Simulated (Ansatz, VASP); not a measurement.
## Two plane-wave programs on SrO

POSCAR

```
SrO
1.0
    0.0000000000      2.6761227151      2.5798927168
    2.6761227151      0.0000000000      2.5798927168
    2.6761227151      2.6761227151      0.0000000000
Sr O
1 1
Direct
    0.5000000000      0.5000000000      0.5000000000
    0.0000000000      0.0000000000      0.0000000000
```

File INCAR.step1:

```
SYSTEM = SrO
PREC = Accurate
ENCUT = 520
EDIFF = 1E-5
ISMEAR = 0
SIGMA = 0.01
LREAL = .FALSE.
LASPH = .TRUE.
NELM = 100
ALGO = Normal
ISIF = 2
LWAVE = .TRUE.
GGA = PE
NBANDS = 15
```

Contents of INCAR.step2:

```
SYSTEM = SrO
PREC = Accurate
ENCUT = 520
EDIFF = 1E-7
ISMEAR = 0
SIGMA = 0.01
LREAL = .FALSE.
LASPH = .TRUE.
NELM = 100
ALGO = Normal
ISIF = 2
LWAVE = .FALSE.
LCHARG = .TRUE.
GGA = PE
LHFCALC = .TRUE.
HFSCREEN = 0.2079
PRECFOCK = Normal
LELF = .TRUE.
LVHAR = .TRUE.
ISTART = 1
NBANDS = 15
```

Contents of KPOINTS:

```
Automatic mesh
0
G
  6 6 6
  0 0 0
```

Input for Ansatz:

```yaml
crystal:
  lattice:
    - [0.0, 2.6761227151, 2.5798927168]
    - [2.6761227151, 0.0, 2.5798927168]
    - [2.6761227151, 2.6761227151, 0.0]
  atoms:
    - { symbol: Sr, position: [0.5, 0.5, 0.5] }
    - { symbol: O, position: [0.0, 0.0, 0.0] }
kpoints:
  mp_grid: { grid: [6, 6, 6] }
  band_path:
    path:
      - [0.0, 0.0, 0.0]
      - [0.5, 0.0, 0.5]
      - [0.625, 0.25, 0.625]
      - [0.375, 0.375, 0.75]
      - [0.5, 0.5, 0.5]
      - [0.5, 0.25, 0.75]
      - [0.5, 0.5, 0.0]
    npoints: 1
hamiltonian:
  xc: hse06
scf:
  occupations: { method: fixed }
  n_extra_bands: 4
output:
  forces: true
  stress: true
  eigenvalues: true
```

Change from the starting cell: biaxial_xy strain +3.7%.

Alike in both runs: task single point; functional HSE06; k mesh 6 × 6 × 6; no spin polarisation.

|  | VASP | Ansatz |
| --- | --- | --- |
| version | VASP 6.6.1 | Ansatz 0.2.0 |
| potentials or method | VASP PAW PBE potentials, release 64 (Sr_sv, O) | plane waves, PAW |
| plane-wave cutoff (eV) | 520 | 420 |
| occupations | gaussian, width 0.01 eV | fixed |
| valence electrons in the cell | 16 | 16 |

|  | VASP | Ansatz | Ansatz less VASP |
| --- | --- | --- | --- |
| gap on the k mesh at the Fermi level (eV) | 4.61 | 4.65 | +0.046 |
| pressure (GPa) | -5.4 | -5.8 | -0.39 |
| traceless stress, the component that is largest in VASP (GPa) | 2.12 | 1.98 | -0.137 |

Ansatz's warnings: stress exchange threshold loose, stress scf threshold loose.
